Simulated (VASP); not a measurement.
# Br (Im-3m) in VASP: notebook

Br is run at these levels: PBEsol; tasks: single point.

Everything below comes from runs of VASP 6.6.1. Logs are shortened: lines on timing, memory, paths and dates and some standing lists are left out, and cuts for length are marked.

### Step 1. The cell of the first run

The structure is cubic, space group Im-3m (No. 229). Conventional cell: a = 2.749 Å, b = 2.749 Å, c = 2.749 Å, α = 90.00°, β = 90.00°, γ = 90.00°. Br (site symmetry m-3m) has 14 Br at 2.38 to 2.75 Å within 3.1 Å.

### Step 2. Single point, PBEsol (volume scaled by 0.43)

INCAR

```
  PREC = Accurate
  ENCUT = 520
  EDIFF = 1E-6
  ISMEAR = -1
  SIGMA = 0.05
  LREAL = F
  LASPH = T
  NELM = 80
  ALGO = Normal
  ISIF = 2
  LWAVE = F
  LCHARG = F
  GGA = PS
  NBANDS = 10
```

KPOINTS

```
regular mesh
0
Gamma
  16 16 16
```

POSCAR

```
Br
1.0
   -1.3746662885      1.3746662885      1.3746662885
    1.3746662885     -1.3746662885      1.3746662885
    1.3746662885      1.3746662885     -1.3746662885
Br
1
Direct
    0.0000000000      0.0000000000      0.0000000000
```

Potentials or basis: VASP PAW PBE potentials, release 64 (Br).

Started as:

```
> cat potpaw_PBE.64/Br/POTCAR > POTCAR
> mpirun -np 1 vasp_std > vasp.out
```

OUTCAR:

```text
PREC = Accurate
   ENCUT = 520
   EDIFF = 1E-6
   ISMEAR = -1
   LREAL = F
   LASPH = T
   NELM = 80
   ISIF = 2
   GGA = PS

 ion  position               nearest neighbor table
   1  0.000  0.000  0.000-

  LATTYP: Found a body centered cubic cell.
 ALAT       =     2.7493325770

  Lattice vectors:

 A1 = (  -1.3746662885,   1.3746662885,   1.3746662885)
 A2 = (   1.3746662885,  -1.3746662885,   1.3746662885)
 A3 = (   1.3746662885,   1.3746662885,  -1.3746662885)

Analysis of symmetry for initial positions (statically):
=====================================================================
 Subroutine PRICEL returns:
 Original cell was already a primitive cell.

 Routine SETGRP: Setting up the symmetry group for a
 body centered cubic supercell.

 Subroutine GETGRP returns: Found 48 space group operations
 (whereof 48 operations were pure point group operations)
 out of a pool of 48 trial point group operations.

The static configuration has the point symmetry O_h .

Analysis of symmetry for dynamics (positions and initial velocities):
=====================================================================
 Subroutine PRICEL returns:
 Original cell was already a primitive cell.

 Routine SETGRP: Setting up the symmetry group for a
 body centered cubic supercell.

 Subroutine GETGRP returns: Found 48 space group operations
 (whereof 48 operations were pure point group operations)
 out of a pool of 48 trial point group operations.

The dynamic configuration has the point symmetry O_h .

 Subroutine INISYM returns: Found 48 space group operations
 (whereof 48 operations are pure point group operations),
 and found     1 'primitive' translations

----------------------------------------------------------------------------------------

                                     Primitive cell

  volume of cell :      10.3909

  direct lattice vectors                    reciprocal lattice vectors
    -1.374666289  1.374666289  1.374666289     0.000000000  0.363724639  0.363724639
     1.374666289 -1.374666289  1.374666289     0.363724639  0.000000000  0.363724639
     1.374666289  1.374666289 -1.374666289     0.363724639  0.363724639  0.000000000

  length of vectors
     2.380991855  2.380991855  2.380991855     0.514384318  0.514384318  0.514384318

  position of ions in fractional coordinates (direct lattice)
     0.000000000  0.000000000  0.000000000

  ion indices of the primitive-cell ions
   primitive index   ion index
                 1           1

----------------------------------------------------------------------------------------

 KPOINTS: regular mesh

Automatic generation of k-mesh.
 Grid dimensions read from file:
 generate k-points for:   16   16   16

 Generating k-lattice:

  Cartesian coordinates                     Fractional coordinates (reciprocal lattice)
     0.000000000  0.022732790  0.022732790     0.062500000  0.000000000  0.000000000
     0.022732790  0.000000000  0.022732790     0.000000000  0.062500000  0.000000000
     0.022732790  0.022732790  0.000000000     0.000000000  0.000000000  0.062500000

  Length of vectors
     0.032149020  0.032149020  0.032149020

  Shift w.r.t. Gamma in fractional coordinates (k-lattice)
     0.000000000  0.000000000  0.000000000

 Subroutine IBZKPT returns following result:
 ===========================================

 Found    145 irreducible k-points:

 Following reciprocal coordinates:
            Coordinates               Weight
  0.000000  0.000000  0.000000      1.000000
  0.062500  0.000000  0.000000     12.000000
  0.125000  0.000000  0.000000     12.000000
  0.187500  0.000000  0.000000     12.000000
  0.250000  0.000000  0.000000     12.000000
  0.312500  0.000000  0.000000     12.000000
[... 16 lines left out ...]
  0.187500  0.187500  0.000000     24.000000
  0.250000  0.187500 -0.000000     48.000000
 [... further k-points ...]
   k-points           NKPTS =    145   k-points in BZ     NKDIM =    145   number of bands    NBANDS=     10
   number of dos      NEDOS =    301   number of ions     NIONS =      1
   total plane-waves  NPLWV =   5832
   dimension x,y,z NGX =    18 NGY =   18 NGZ =   18
   dimension x,y,z NGXF=    36 NGYF=   36 NGZF=   36
   ions per type =               1
   NGX,Y,Z   is equivalent  to a cutoff of  12.57, 12.57, 12.57 a.u.
   NGXF,Y,Z  is equivalent  to a cutoff of  25.14, 25.14, 25.14 a.u.
 SYSTEM =  unknown system
   PREC   = accura    normal or accurate (medium, high low for compatibility)
   ISTART =      0    job   : 0-new  1-cont  2-samecut
   ICHARG =      2    charge: 1-file 2-atom 10-const
   ISPIN  =      1    spin polarized calculation?
   LNONCOLLINEAR =      F non collinear calculations
   LSORBIT =      F    spin-orbit coupling
   LASPH  =      T    aspherical Exc in radial PAW
   ENCUT  =  520.0 eV  38.22 Ry    6.18 a.u.   4.43  4.43  4.43*2*pi/ulx,y,z
   NELM   =     80;   NELMIN=  2; NELMDL= -5     # of ELM steps
   EDIFF  = 0.1E-05   stopping-criterion for ELM
   LREAL  =      F    real-space projection
   EDIFFG = 0.1E-04   stopping-criterion for IOM
   NSW    =      0    number of steps for IOM
   IBRION =     -1    ionic relax: 0-MD 1-quasi-New 2-CG
   NFREE  =      0    steps in history (QN), initial steepest desc. (CG)
   ISIF   =      2    stress and relaxation
   ISYM   =      2    0-nonsym 1-usesym 2-fastsym
   POTIM  = 0.5000    time-step for ionic-motion
   TEBEG  =    0.0;   TEEND  =   0.0 temperature during run
   PSTRESS=    0.0 pullay stress
   NELECT =       7.0000    total number of electrons
   NUPDOWN=      -1.0000    fix difference up-down
   EMIN   =  10.00;   EMAX   =-10.00  energy-range for DOS
   EFERMI =   0.00;   METHOD = LEGACY
   ISMEAR =    -1;   SIGMA  =   0.05  broadening in eV -4-tet -1-fermi 0-gaus
   EFERMI_NEDOS =   21; number of points for ismear=-14 and -15
   IALGO  =     38    algorithm
   IMIX   =      4    mixing-type and parameters
     AMIX     =   0.40;   BMIX     =  1.00
     AMIX_MAG =   1.60;   BMIX_MAG =  1.00
  volume/ion in A,a.u.               =      10.39        70.12
  Fermi-wavevector in a.u.,A,eV,Ry     =   1.435127  2.711996 28.022403  2.059589
  Thomas-Fermi vector in A             =   2.554459
   LORBIT       =      0    0 simple, 1 ext, 2 COOP (PROOUT), +10 PAW based schemes
   GGA     = PS    functional components
   LHFCALC =     F    Hartree Fock is set to
   AEXX    =    0.0000 exact exchange contribution
   IVDW    =     0    specifies the selected vdW correction
   LEPSILON=     F    determine dielectric tensor
   LRPA    =     F    only Hartree local field effects (RPA)
 non-spin polarized calculation
  energy-cutoff  :      520.00
  volume of cell :       10.39
 maximum number of plane-waves:       321
 NGX is ok and might be reduce to    18
   NGX =  9   NGY =  9   NGZ =  9

 number of electron       7.0000003 magnetization

 Free energy of the ion-electron system (eV)
  ---------------------------------------------------
  ext. energy  EPLUGINS =         0.00000000
  ---------------------------------------------------
  free energy    TOTEN  =         3.80201407 eV

  energy without entropy =        3.80828716  energy(sigma->0) =        3.80515062

 E-fermi :  17.3658     XC(G=0): -14.1791

 val. band max:       17.3571600063   @ k =   0.1250   0.1250   0.0625
 cond. band min:      17.3898141129   @ k =  -0.4375   0.5000   0.3750
 fundamental gap:      0.0326541066
 Fermi energy:        17.3658077606

 k-point     1 :       0.0000    0.0000    0.0000
  band No.  band energies     occupation
      1      -9.9743      2.00000
      2      21.7410      0.00000
      3      21.7410      0.00000
      4      21.7410      0.00000
      5      30.0431      0.00000
      6      30.0431      0.00000
      7      30.0431      0.00000
      8      34.4044      0.00000
      9      34.4044      0.00000
     10      35.6468      0.00000

 k-point     2 :       0.0625    0.0000    0.0000
  band No.  band energies     occupation
      1      -9.8230      2.00000
      2      20.6772      0.00000
      3      21.1993      0.00000
      4      21.6242      0.00000
      5      29.3454      0.00000
      6      29.7867      0.00000
      7      30.8516      0.00000
      8      32.8748      0.00000
      9      33.5837      0.00000
     10      36.6440      0.00000

 k-point     3 :       0.1250    0.0000    0.0000
  band No.  band energies     occupation
      1      -9.3704      2.00000
      2      18.1251      0.00000
      3      19.9940      0.00000
      4      21.2890      0.00000
      5      27.9884      0.00000
      6      28.5231      0.00000
      7      32.8422      0.00000
      8      32.8554      0.00000
      9      32.9176      0.00000
     10      38.8924      0.00000

 k-point     4 :       0.1875    0.0000    0.0000
  band No.  band energies     occupation
      1      -8.6184      2.00000
      2      14.9750      2.00000
      3      18.6575      0.00000
      4      20.7888      0.00000
      5      26.6245      0.00000
      6      27.0458      0.00000
      7      32.8282      0.00000
      8      33.6304      0.00000
      9      35.5232      0.00000
     10      41.7438      0.00000
[... 222 lines left out ...]
 k-point    22 :       0.4375    0.1250    0.0000
  band No.  band energies     occupation
      1      -1.4911      2.00000
      2       2.1543      2.00000
      3      12.3149      2.00000
      4      17.0775      1.99376
      5      24.6102      0.00000
      6      27.9279      0.00000
      7      36.0043      0.00000
      8      37.0402      0.00000
      9      44.0700      0.00000
     10      46.1043      0.00000

 k-point    23 :       0.1875    0.1875    0.0000
  band No.  band energies     occupation
      1      -5.9467      2.00000
      2       9.8661      2.00000
      3      12.6613      2.00000
      4      17.9483      0.00002
      5      26.4867      0.00000
      6      28.3766      0.00000
      7      33.6785      0.00000
      8      35.9725      0.00000
      9      41.0363      0.00000
     10      44.0024      0.00000

 k-point    24 :       0.2500    0.1875   -0.0000
  band No.  band energies     occupation
      1      -4.5049      2.00000
      2       7.5522      2.00000
      3      11.0959      2.00000
      4      17.2848      1.66970
      5      26.3113      0.00000
      6      28.9149      0.00000
      7      34.0768      0.00000
      8      37.7438      0.00000
      9      42.1398      0.00000
     10      43.1354      0.00000

 [... further k-points ...]
[... 5 lines left out ...]
  --------------------------------------------------------------------------------------
  -------------------------------------------------------------------------------------
  Total       16.5289583     16.5289583     16.5289583      0.0000000      0.0000000     -0.0000000
  in kB     2548.6149583   2548.6149583   2548.6149583      0.0000000      0.0000000     -0.0000000
  external PRESSURE =    2548.6149583 kB  Pullay stress =       0.0000000 kB

 VOLUME and BASIS-vectors are now :
 -----------------------------------------------------------------------------
  energy-cutoff  :      520.00
  volume of cell :       10.39
      direct lattice vectors                 reciprocal lattice vectors
    -1.374666289  1.374666289  1.374666289     0.000000000  0.363724639  0.363724639
     1.374666289 -1.374666289  1.374666289     0.363724639  0.000000000  0.363724639
     1.374666289  1.374666289 -1.374666289     0.363724639  0.363724639  0.000000000

 POSITION                                       TOTAL-FORCE (eV/Angst)
 -----------------------------------------------------------------------------------
      0.00000      0.00000      0.00000         0.000000      0.000000      0.000000
 -----------------------------------------------------------------------------------
    total drift:                                0.000000     -0.000000      0.000000

  FREE ENERGIE OF THE ION-ELECTRON SYSTEM (eV)
  ---------------------------------------------------
  free  energy   TOTEN  =         3.8020140735 eV

  energy  without entropy=        3.8082871630  energy(sigma->0) =        3.80515062
```

Run time: 4.7 s. Hardware: 1 thread of Intel Xeon 6975P-C (Granite Rapids), shared host; peak memory 0.13 GiB.

What came out:

```yaml
Free_energy: 3.8020 eV
Pressure: 254.9 GPa
```

Levels at points of the mesh, in eV from the Fermi level:
```
           k point  band 1  band 2  band 3  band 4  band 5  band 6  band 7  band 8
(0.00, 0.00, 0.00)  -27.34    4.38    4.38    4.38   12.68   12.68   12.68   17.04
(0.50, 0.00, 0.00)  -19.24  -15.67   -2.28    1.47    5.91    6.24   21.17   23.06
(0.50, 0.50, 0.50)  -12.20   -8.98   -8.98   -8.98   -1.13   -1.13   29.53   29.53
```

Caveat: the PAW data sets were made with another functional, which shifts forces and pressure a little; an odd number of electrons without spin polarisation forces a metal; a magnetic or distorted state may lie lower.

### Step 3. Single point, PBEsol (volume scaled by 0.43)

INCAR

```
SYSTEM = Br
ALGO = Normal
EDIFF = 1E-7
ENCUT = 520
GGA = PS
ISIF = 2
ISMEAR = -1
LASPH = .TRUE.
LCHARG = .TRUE.
LELF = .TRUE.
LREAL = .FALSE.
LVHAR = .TRUE.
LWAVE = .FALSE.
NBANDS = 10
NELM = 100
PREC = Accurate
SIGMA = 0.05
```

KPOINTS

```
k-points
0
G
  16 16 16
  0 0 0
```

POSCAR is that of step 2.

Potentials or basis: VASP PAW PBE potentials, release 64 (Br).

Started as:

```
> cat potpaw_PBE.64/Br/POTCAR > POTCAR
> mpirun -np 1 vasp_std > vasp.out
```

Run time: 5.7 s. Hardware: 1 thread of Intel Xeon 6975P-C (Granite Rapids), shared host; peak memory 0.12 GiB.

The run converged. Its results:

```yaml
Free_energy: 3.8020 eV
Pressure: 254.9 GPa
```

Levels at points of the mesh, in eV from the Fermi level:
| k point | band 1 | band 2 | band 3 | band 4 | band 5 | band 6 | band 7 | band 8 | band 9 |
| --- | --- | --- | --- | --- | --- | --- | --- | --- | --- |
| (0.00, 0.00, 0.00) | -27.34 | 4.38 | 4.38 | 4.38 | 12.68 | 12.68 | 12.68 | 17.04 | 17.04 |
| (0.50, 0.00, 0.00) | -19.24 | -15.67 | -2.28 | 1.47 | 5.91 | 6.24 | 21.17 | 23.06 | 23.10 |
| (0.50, 0.50, 0.50) | -12.21 | -8.98 | -8.98 | -8.98 | -1.13 | -1.13 | 29.53 | 29.53 | 29.53 |

Caveat: the PAW data sets were made with another functional, which shifts forces and pressure a little; an odd number of electrons without spin polarisation forces a metal; a magnetic or distorted state may lie lower.

### Step 4. Single point, PBEsol (volume scaled by 0.5)

INCAR

```
  PREC = Accurate
  ENCUT = 520
  EDIFF = 1E-6
  ISMEAR = -1
  SIGMA = 0.05
  LREAL = False
  LASPH = True
  NELM = 60
  ALGO = Normal
  ISIF = 2
  LWAVE = False
  LCHARG = True
  GGA = PS
  LELF = True
  LVHAR = True
  NBANDS = 10
```

KPOINTS

```
regular mesh
0
Gamma
  16 16 16
```

POSCAR

```
Br
1.0
   -1.4455433895      1.4455433895      1.4455433895
    1.4455433895     -1.4455433895      1.4455433895
    1.4455433895      1.4455433895     -1.4455433895
Br
1
Direct
    0.0000000000      0.0000000000      0.0000000000
```

Potentials or basis: VASP PAW PBE potentials, release 64 (Br).

Started as:

```
> cat potpaw_PBE.64/Br/POTCAR > POTCAR
> mpirun -np 1 vasp_std > vasp.out
```

OUTCAR:

```text
PREC = Accurate
   ENCUT = 520
   EDIFF = 1E-6
   ISMEAR = -1
   LREAL = False
   LASPH = True
   NELM = 60
   ISIF = 2
   GGA = PS

 ion  position               nearest neighbor table
   1  0.000  0.000  0.000-

  LATTYP: Found a body centered cubic cell.
 ALAT       =     2.8910867790

  Lattice vectors:

 A1 = (  -1.4455433895,   1.4455433895,   1.4455433895)
 A2 = (   1.4455433895,  -1.4455433895,   1.4455433895)
[... 480 lines left out ...]
  band No.  band energies     occupation
      1      -5.8805      2.00000
      2       5.2140      2.00000
      3       8.8276      2.00000
      4      13.9889      0.38622
      5      22.6743      0.00000
      6      25.1712      0.00000
      7      30.0145      0.00000
      8      33.0270      0.00000
      9      37.4598      0.00000
     10      37.9576      0.00000

 [... further k-points ...]
[... 5 lines left out ...]
  --------------------------------------------------------------------------------------
  -------------------------------------------------------------------------------------
  Total       11.5115505     11.5115505     11.5115505      0.0000000     -0.0000000      0.0000000
  in kB     1526.4796499   1526.4796499   1526.4796499      0.0000000     -0.0000000      0.0000000
  external PRESSURE =    1526.4796499 kB  Pullay stress =       0.0000000 kB

 VOLUME and BASIS-vectors are now :
 -----------------------------------------------------------------------------
  energy-cutoff  :      520.00
  volume of cell :       12.08
      direct lattice vectors                 reciprocal lattice vectors
    -1.445543390  1.445543390  1.445543390     0.000000000  0.345890690  0.345890690
     1.445543390 -1.445543390  1.445543390     0.345890690  0.000000000  0.345890690
     1.445543390  1.445543390 -1.445543390     0.345890690  0.345890690  0.000000000

 POSITION                                       TOTAL-FORCE (eV/Angst)
 -----------------------------------------------------------------------------------
      0.00000      0.00000      0.00000        -0.000000      0.000000     -0.000000
 -----------------------------------------------------------------------------------
    total drift:                                0.000000      0.000000     -0.000000

  FREE ENERGIE OF THE ION-ELECTRON SYSTEM (eV)
  ---------------------------------------------------
  free  energy   TOTEN  =         1.6897446040 eV

  energy  without entropy=        1.6941772463  energy(sigma->0) =        1.69196093
```

OSZICAR:

```text
N       E                     dE             d eps       ncg     rms          rms(c)
DAV:   1     0.189716233108E+02    0.18972E+02   -0.36060E+03  2998   0.594E+02
DAV:   2     0.200026361811E+01   -0.16971E+02   -0.16323E+02  3950   0.107E+02
DAV:   3     0.166444573631E+01   -0.33582E+00   -0.33163E+00  3568   0.122E+01
DAV:   4     0.166407536077E+01   -0.37038E-03   -0.37036E-03  3462   0.447E-01
DAV:   5     0.166407514684E+01   -0.21393E-06   -0.21225E-06  3404   0.106E-02    0.254E+01
DAV:   6     0.168278013902E+01    0.18705E-01   -0.10450E-02  3302   0.571E-01    0.151E+01
DAV:   7     0.168952579703E+01    0.67457E-02   -0.15323E-02  3302   0.705E-01    0.228E-01
DAV:   8     0.168974047812E+01    0.21468E-03   -0.46336E-04  3150   0.135E-01    0.325E-02
DAV:   9     0.168974476354E+01    0.42854E-05   -0.19572E-05  3576   0.281E-02    0.151E-02
DAV:  10     0.168974460397E+01   -0.15956E-06   -0.18070E-07  1870   0.322E-03
   1 F= 0.16897446E+01 E0= 0.16919609E+01  d E =-.443264E-02
```

Run time: 5.9 s. Hardware: 1 thread of Intel Xeon 6975P-C (Granite Rapids), shared host; peak memory 0.13 GiB.

Results:

```
Free energy : 1.6897 eV
Pressure    : 152.6 GPa
```

Caveat: the PAW data sets were made with another functional, which shifts forces and pressure a little; an odd number of electrons without spin polarisation forces a metal; a magnetic or distorted state may lie lower.

(Continued in part 2 of 2.)
